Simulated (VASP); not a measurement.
Runs of VASP 6.6.1 on Zr. The structure is that of space group Fm-3m (No. 225), or close to it. The cells are those of the table. This isn't the form of Zr at room conditions, which is hcp.

| task | cell | k mesh | cutoff (eV) | gap on the mesh (eV) | pressure (GPa) |
| --- | --- | --- | --- | --- | --- |
| relaxation of cell and atoms | relaxed to 3 GPa from a = 3.171 Å, angles 60.0°, 1 atom | 16 × 16 × 16 | 600 | none | 3.0 |
| single point | a = 3.239 Å, angles 60.0°, 1 atom | 16 × 16 × 16 | 520 | none | -3.0 |
| single point | a = 2.832 Å, angles 60.0°, 1 atom | 18 × 18 × 18 | 520 | none | 60.2 |
| relaxation of cell and atoms | relaxed to 15 GPa from a = 3.059 Å, angles 60.0°, 1 atom | 16 × 16 × 16 | 600 | none | 15.0 |
| single point | a = 3.119 Å, angles 60.0°, 1 atom | 16 × 16 × 16 | 520 | none | 8.0 |
| single point | a = 2.966 Å, angles 60.0°, 1 atom | 18 × 18 × 18 | 520 | none | (a) |
| relaxation of cell and atoms | relaxed to -3 GPa from a = 3.231 Å, angles 60.0°, 1 atom | 16 × 16 × 16 | 600 | none | -3.0 |
| single point | a = 3.201 Å, angles 60.0°, 1 atom | 16 × 16 × 16 | 520 | none | 0.0 |
| relaxation of cell and atoms | relaxed to 60 GPa from a = 2.888 Å, angles 60.0°, 1 atom | 18 × 18 × 18 | 600 | none | 60.0 |
| single point | a = 3.061 Å, angles 60.0°, 1 atom | 16 × 16 × 16 | 520 | none | 15.0 |
| relaxation of cell and atoms | relaxed to 30 GPa from a = 2.981 Å, angles 60.0°, 1 atom | 18 × 18 × 18 | 600 | none | 30.0 |
| relaxation of cell and atoms | relaxed to 8 GPa from a = 3.117 Å, angles 60.0°, 1 atom | 16 × 16 × 16 | 600 | none | 8.0 |

Alike in all rows: level PBE; potentials or basis VASP PAW PBE potentials, release 64 (Zr_sv); no spin polarisation; smearing gaussian 0.1 eV.

Question: Estimate the missing entries.

Answer: (a) 30.1.

Caveats: the cell is relaxed towards a set pressure, so the run minimises the enthalpy, not the energy (at least some runs); the cell stands under pressure (at least some runs).

A k mesh can miss the band edges, and the runs leave out spin-orbit coupling on Zr.

A gap of «none» marks levels without a gap at the run's occupations.
